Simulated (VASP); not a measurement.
A run of VASP 6.6.1 is set up as follows.

The input INCAR:

```
SYSTEM = GaAs
PREC = Accurate ; ENCUT = 500
EDIFF = 1E-7 ; ISMEAR = 0
SIGMA = 0.01 ; LREAL = .FALSE.
LASPH = .TRUE. ; NELM = 120
ALGO = Normal ; ISIF = 3
LWAVE = .FALSE. ; LCHARG = .FALSE.
GGA = PS ; IBRION = 2
NSW = 100 ; EDIFFG = -0.002
GGA_COMPAT = .FALSE. ; NELMIN = 4
```

Contents of KPOINTS:

```
Automatic mesh
0
G
  10 10 10
  0 0 0
```

POSCAR

```
GaAs
1.0
    0.0000000000      2.8750910500      2.8750910500
    2.8750910500      0.0000000000      2.8750910500
    2.8750910500      2.8750910500      0.0000000000
Ga As
1 1
Direct
    0.0000000000      0.0000000000      0.0000000000
    0.7500000000      0.7500000000      0.7500000000
```

Potentials or basis: VASP PAW PBE potentials, release 64 (Ga_d, As).

Run with:

```sh
$ cat potpaw_PBE.64/Ga_d/POTCAR potpaw_PBE.64/As/POTCAR > POTCAR
$ mpirun -np 1 vasp_std > vasp.out
```

Question: Estimate the relaxed cell.

Answer: a = 4.005 Å, b = 4.005 Å, c = 4.005 Å, α = 60.00°, β = 60.00°, γ = 60.00°.

Question: What does it give for the band gap on the k mesh?

Answer: 0.42 eV, direct.

Question: Predict the relaxed volume.

Answer: 22.71 Å³/atom.

Question: Predict the space group after relaxing (to 0.05 Å).

Answer: F-43m (No. 216).

The path:
```
step  energy change (eV)  largest force (eV/Å)  pressure (GPa)  volume (Å³)
   1              0.0000                0.0000           -2.86        47.53
   2             -0.0170                0.0000            1.17        44.67
   3             -0.0197                0.0000            0.00        45.41
```

Caveat: the PAW data sets were made with another functional, which shifts forces and pressure a little. A k mesh can miss the band edges.
